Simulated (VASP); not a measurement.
# GaN (Fm-3m) in VASP: settings compared

The runs below take GaN through single point, with PBE, HSE06, PBE-based screened hybrid with 40 % exact exchange.

Program: VASP 6.6.1. These are calculated values, not measurements. Logs are shortened: lines on timing, memory, paths and dates and some standing lists are left out, and cuts for length are marked.

### 1 The cell of the first run

The structure is cubic, space group Fm-3m (No. 225). The conventional cell has a = 4.217 Å, b = 4.217 Å, c = 4.217 Å, α = 90.00°, β = 90.00°, γ = 90.00°. Within 2.8 Å of Ga (site symmetry m-3m) lie 6 N at 2.11 Å. Within 2.8 Å of N (site symmetry m-3m) lie 6 Ga at 2.11 Å.

### 2 Single point, PBE

INCAR

```
  ALGO = Normal
  EDIFF = 1E-6
  ENCUT = 520
  GGA = PE
  ISIF = 2
  ISMEAR = 0
  LASPH = True
  LCHARG = False
  LREAL = False
  LWAVE = False
  NBANDS = 16
  NELM = 60
  PREC = Accurate
  SIGMA = 0.01
```

KPOINTS

```
k-points
0
Gamma
  3 3 3
```

POSCAR

```
GaN
1.0
    0.0000000000      2.1085152350      2.1085152350
    2.1085152350      0.0000000000      2.1085152350
    2.1085152350      2.1085152350      0.0000000000
Ga N
1 1
Direct
    0.0000000000      0.0000000000      0.0000000000
    0.5000000000      0.5000000000      0.5000000000
```

Potentials or basis: VASP PAW PBE potentials, release 64 (Ga_d, N).

Command:

```console
cat potpaw_PBE.64/Ga_d/POTCAR potpaw_PBE.64/N/POTCAR > POTCAR
mpirun -np 1 vasp_std > vasp.out
```

OUTCAR:

```text
EDIFF = 1E-6
   ENCUT = 520
   GGA = PE
   ISIF = 2
   ISMEAR = 0
   LASPH = True
   LREAL = False
   NELM = 60
   PREC = Accurate

 ion  position               nearest neighbor table
   1  0.000  0.000  0.000-   2 2.11   2 2.11   2 2.11   2 2.11   2 2.11   2 2.11
   2  0.500  0.500  0.500-   1 2.11   1 2.11   1 2.11   1 2.11   1 2.11   1 2.11

  LATTYP: Found a face centered cubic cell.
 ALAT       =     4.2170304700

  Lattice vectors:

 A1 = (   0.0000000000,   2.1085152350,   2.1085152350)
 A2 = (   2.1085152350,   0.0000000000,   2.1085152350)
 A3 = (   2.1085152350,   2.1085152350,   0.0000000000)

Analysis of symmetry for initial positions (statically):
=====================================================================
 Subroutine PRICEL returns:
 Original cell was already a primitive cell.

 Routine SETGRP: Setting up the symmetry group for a
 face centered cubic supercell.

 Subroutine GETGRP returns: Found 48 space group operations
 (whereof 48 operations were pure point group operations)
 out of a pool of 48 trial point group operations.

The static configuration has the point symmetry O_h .

Analysis of symmetry for dynamics (positions and initial velocities):
=====================================================================
 Subroutine PRICEL returns:
 Original cell was already a primitive cell.

 Routine SETGRP: Setting up the symmetry group for a
 face centered cubic supercell.

 Subroutine GETGRP returns: Found 48 space group operations
 (whereof 48 operations were pure point group operations)
 out of a pool of 48 trial point group operations.

The dynamic configuration has the point symmetry O_h .

 Subroutine INISYM returns: Found 48 space group operations
 (whereof 48 operations are pure point group operations),
 and found     1 'primitive' translations

----------------------------------------------------------------------------------------

                                     Primitive cell

  volume of cell :      18.7482

  direct lattice vectors                    reciprocal lattice vectors
     0.000000000  2.108515235  2.108515235    -0.237133691  0.237133691  0.237133691
     2.108515235  0.000000000  2.108515235     0.237133691 -0.237133691  0.237133691
     2.108515235  2.108515235  0.000000000     0.237133691  0.237133691 -0.237133691

  length of vectors
     2.981890842  2.981890842  2.981890842     0.410727601  0.410727601  0.410727601

  position of ions in fractional coordinates (direct lattice)
     0.000000000  0.000000000  0.000000000
     0.500000000  0.500000000  0.500000000

  ion indices of the primitive-cell ions
   primitive index   ion index
                 1           1
                 2           2

----------------------------------------------------------------------------------------

 KPOINTS: k-points

Automatic generation of k-mesh.
 Grid dimensions read from file:
 generate k-points for:    3    3    3

 Generating k-lattice:

  Cartesian coordinates                     Fractional coordinates (reciprocal lattice)
    -0.079044564  0.079044564  0.079044564     0.333333333  0.000000000  0.000000000
     0.079044564 -0.079044564  0.079044564     0.000000000  0.333333333  0.000000000
     0.079044564  0.079044564 -0.079044564     0.000000000  0.000000000  0.333333333

  Length of vectors
     0.136909200  0.136909200  0.136909200

  Shift w.r.t. Gamma in fractional coordinates (k-lattice)
     0.000000000  0.000000000  0.000000000

 Subroutine IBZKPT returns following result:
 ===========================================

 Found      4 irreducible k-points:

 Following reciprocal coordinates:
            Coordinates               Weight
  0.000000  0.000000  0.000000      1.000000
  0.333333  0.000000  0.000000      8.000000
  0.333333  0.333333  0.000000      6.000000
 -0.333333  0.333333  0.000000     12.000000
   k-points           NKPTS =      4   k-points in BZ     NKDIM =      4   number of bands    NBANDS=     16
   number of dos      NEDOS =    301   number of ions     NIONS =      2
   total plane-waves  NPLWV =  13824
   dimension x,y,z NGX =    24 NGY =   24 NGZ =   24
   dimension x,y,z NGXF=    48 NGYF=   48 NGZF=   48
   ions per type =               1   1
   NGX,Y,Z   is equivalent  to a cutoff of  13.38, 13.38, 13.38 a.u.
   NGXF,Y,Z  is equivalent  to a cutoff of  26.76, 26.76, 26.76 a.u.
 SYSTEM =  unknown system
   PREC   = accura    normal or accurate (medium, high low for compatibility)
   ISTART =      0    job   : 0-new  1-cont  2-samecut
   ICHARG =      2    charge: 1-file 2-atom 10-const
   ISPIN  =      1    spin polarized calculation?
   LNONCOLLINEAR =      F non collinear calculations
   LSORBIT =      F    spin-orbit coupling
   LASPH  =      T    aspherical Exc in radial PAW
   ENCUT  =  520.0 eV  38.22 Ry    6.18 a.u.   5.54  5.54  5.54*2*pi/ulx,y,z
   NELM   =     60;   NELMIN=  2; NELMDL= -5     # of ELM steps
   EDIFF  = 0.1E-05   stopping-criterion for ELM
   LREAL  =      F    real-space projection
   EDIFFG = 0.1E-04   stopping-criterion for IOM
   NSW    =      0    number of steps for IOM
   IBRION =     -1    ionic relax: 0-MD 1-quasi-New 2-CG
   NFREE  =      0    steps in history (QN), initial steepest desc. (CG)
   ISIF   =      2    stress and relaxation
   ISYM   =      2    0-nonsym 1-usesym 2-fastsym
   POTIM  = 0.5000    time-step for ionic-motion
   TEBEG  =    0.0;   TEEND  =   0.0 temperature during run
   PSTRESS=    0.0 pullay stress
   NELECT =      18.0000    total number of electrons
   NUPDOWN=      -1.0000    fix difference up-down
   EMIN   =  10.00;   EMAX   =-10.00  energy-range for DOS
   EFERMI =   0.00;   METHOD = LEGACY
   ISMEAR =     0;   SIGMA  =   0.01  broadening in eV -4-tet -1-fermi 0-gaus
   EFERMI_NEDOS =   21; number of points for ismear=-14 and -15
   IALGO  =     38    algorithm
   IMIX   =      4    mixing-type and parameters
     AMIX     =   0.40;   BMIX     =  1.00
     AMIX_MAG =   1.60;   BMIX_MAG =  1.00
  volume/ion in A,a.u.               =       9.37        63.26
  Fermi-wavevector in a.u.,A,eV,Ry     =   1.615024  3.051952 35.488101  2.608302
  Thomas-Fermi vector in A             =   2.709838
   LORBIT       =      0    0 simple, 1 ext, 2 COOP (PROOUT), +10 PAW based schemes
   GGA     = PE    functional components
   LHFCALC =     F    Hartree Fock is set to
   AEXX    =    0.0000 exact exchange contribution
   IVDW    =     0    specifies the selected vdW correction
   LEPSILON=     F    determine dielectric tensor
   LRPA    =     F    only Hartree local field effects (RPA)
 non-spin polarized calculation
 Gauss-broadening in eV      SIGMA  =   0.01
  energy-cutoff  :      520.00
  volume of cell :       18.75
 maximum number of plane-waves:       531
 NGX is ok and might be reduce to    24
   NGX = 11   NGY = 11   NGZ = 11

 number of electron      18.0000008 magnetization

 Free energy of the ion-electron system (eV)
  ---------------------------------------------------
  ext. energy  EPLUGINS =         0.00000000
  ---------------------------------------------------
  free energy    TOTEN  =       -10.65906538 eV

  energy without entropy =      -10.65906538  energy(sigma->0) =      -10.65906538

 E-fermi :   8.0348     XC(G=0): -13.0885

 val. band max:        7.9428555801   @ k =   0.3333   0.0000   0.0000
 cond. band min:      10.4569160214   @ k =   0.0000   0.0000   0.0000
 fundamental gap:      2.5140604413
 Fermi energy:         8.0347868560

 k-point     1 :       0.0000    0.0000    0.0000
  band No.  band energies     occupation
      1      -9.2407      2.00000
      2      -6.1236      2.00000
      3      -6.1236      2.00000
      4      -6.1236      2.00000
      5      -6.0231      2.00000
      6      -6.0231      2.00000
      7       7.7174      2.00000
      8       7.7174      2.00000
      9       7.7174      2.00000
     10      10.4569      0.00000
     11      22.7617      0.00000
     12      22.7617      0.00000
     13      22.7617      0.00000
     14      23.8923      0.00000
     15      23.8923      0.00000
     16      23.8923      0.00000

 k-point     2 :       0.3333    0.0000    0.0000
  band No.  band energies     occupation
      1      -7.2696      2.00000
      2      -6.2182      2.00000
      3      -6.2182      2.00000
      4      -6.1707      2.00000
      5      -5.9446      2.00000
      6      -5.9446      2.00000
      7       1.6487      2.00000
      8       7.9429      2.00000
      9       7.9429      2.00000
     10      13.1266      0.00000
     11      17.5129      0.00000
     12      18.1432      0.00000
     13      18.1432      0.00000
     14      23.7510      0.00000
     15      27.6629      0.00000
     16      27.6629      0.00000

 k-point     3 :       0.3333    0.3333    0.0000
  band No.  band energies     occupation
      1      -7.7331      2.00000
      2      -6.2614      2.00000
      3      -5.9395      2.00000
      4      -5.9236      2.00000
      5      -5.9236      2.00000
      6      -5.0296      2.00000
      7       3.1431      2.00000
      8       5.7256      2.00000
      9       5.7256      2.00000
     10      10.6558      0.00000
     11      16.6456      0.00000
     12      18.5233      0.00000
     13      21.9523      0.00000
     14      21.9523      0.00000
     15      32.6688      0.00000
     16      35.3699      0.00000

 k-point     4 :      -0.3333    0.3333    0.0000
  band No.  band energies     occupation
      1      -7.2892      2.00000
      2      -6.1953      2.00000
      3      -6.1133      2.00000
      4      -6.0428      2.00000
      5      -5.9021      2.00000
      6      -3.8028      2.00000
      7       1.7156      2.00000
      8       2.6110      2.00000
      9       6.6584      2.00000
     10      12.2476      0.00000
     11      17.0585      0.00000
     12      18.9471      0.00000
     13      19.6974      0.00000
     14      24.6583      0.00000
     15      29.2920      0.00000
     16      31.5563      0.00000

------------------------ aborting loop because EDIFF is reached ----------------------------------------

  FORCE on cell =-STRESS in cart. coord.  units (eV):
  Direction    XX          YY          ZZ          XY          YZ          ZX
  --------------------------------------------------------------------------------------
  -------------------------------------------------------------------------------------
  Total        0.9984000      0.9984000      0.9984000      0.0000000      0.0000000      0.0000000
  in kB       85.3208040     85.3208040     85.3208040      0.0000000      0.0000000      0.0000000
  external PRESSURE =      85.3208040 kB  Pullay stress =       0.0000000 kB

 VOLUME and BASIS-vectors are now :
 -----------------------------------------------------------------------------
  energy-cutoff  :      520.00
  volume of cell :       18.75
      direct lattice vectors                 reciprocal lattice vectors
     0.000000000  2.108515235  2.108515235    -0.237133691  0.237133691  0.237133691
     2.108515235  0.000000000  2.108515235     0.237133691 -0.237133691  0.237133691
     2.108515235  2.108515235  0.000000000     0.237133691  0.237133691 -0.237133691

 POSITION                                       TOTAL-FORCE (eV/Angst)
 -----------------------------------------------------------------------------------
      0.00000      0.00000      0.00000        -0.000000      0.000000     -0.000000
      2.10852      2.10852      2.10852         0.000000      0.000000      0.000000
 -----------------------------------------------------------------------------------
    total drift:                                0.000000     -0.000000     -0.000000

  FREE ENERGIE OF THE ION-ELECTRON SYSTEM (eV)
  ---------------------------------------------------
  free  energy   TOTEN  =       -10.6590653823 eV

  energy  without entropy=      -10.6590653823  energy(sigma->0) =      -10.65906538
```

It took 3.7 s on 1 thread of Intel Xeon Platinum 8375C at 2.90GHz (Ice Lake), shared host; peak memory 0.13 GiB.

What came out:

```
Free energy            : -10.6591 eV
Pressure               : 8.5 GPa
Band gap on the k mesh : 2.51 eV (least direct gap 2.74 eV)
```

Levels at points of the mesh, in eV from the valence-band top:
| k point | band 5 | band 6 | band 7 | band 8 | band 9 | band 10 | band 11 | band 12 | band 13 | band 14 |
| --- | --- | --- | --- | --- | --- | --- | --- | --- | --- | --- |
| (0.00, 0.00, 0.00) | -13.97 | -13.97 | -0.23 | -0.23 | -0.23 | 2.51 | 14.82 | 14.82 | 14.82 | 15.95 |

Caveat: the k points lie up to 0.86 Å⁻¹ apart, too coarse for converged energies, forces and pressures; the structure was generated, so it needn't be the stable form of GaN; an odd mesh through Γ misses points on the zone boundary, where band edges can lie.

(Part 1 of 2 ends here.)
